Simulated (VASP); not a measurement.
AgI, 4 atoms in the cell. Symmetry: P6_3mc, No. 186, hexagonal system. The conventional cell has a = 4.686 Å, b = 4.686 Å, c = 7.661 Å, α = 90.00°, β = 90.00°, γ = 120.00°. Within 3.8 Å of Ag (site symmetry 3m) lie 4 I at 2.87 Å. I (site symmetry 3m) has 4 Ag at 2.87 Å within 3.8 Å. 

| Quantity | Value |
| --- | --- |
| Program | VASP 6.6.1 |
| Task | relaxation of cell and atoms |
| Functional | PBEsol |
| Potentials or basis | VASP PAW PBE potentials, release 64 (Ag, I) |
| Cutoff | 500 eV |
| k mesh | 6 × 6 × 4 |
| Occupations | fermi-dirac, width 0.02 eV |
| Spin | no spin polarisation |
| Dipole correction | no |
| Further INCAR settings | ALGO = Normal; EDIFF = 1e-07; IBRION = 2; EDIFFG = -0.005; NSW = 80; ISIF = 3 |

Potentials or basis: VASP PAW PBE potentials, release 64 (Ag, I).

Run with:

```bash
$ cat potpaw_PBE.64/Ag/POTCAR potpaw_PBE.64/I/POTCAR > POTCAR
$ mpirun -np 1 vasp_std > vasp.out
```

Hardware: 1 thread of Intel(R) Xeon(R) Platinum 8375C CPU @ 2.90GHz (Ice Lake), with other jobs on the host.

**Question.** How long does it take, and how much memory?

**Answer.** It took 3.2 min on 1 thread of Intel(R) Xeon(R) Platinum 8375C CPU @ 2.90GHz (Ice Lake) (shared host), peak memory 0.29 GiB. Counts: scf iterations 38, k points 21, ion steps 3.
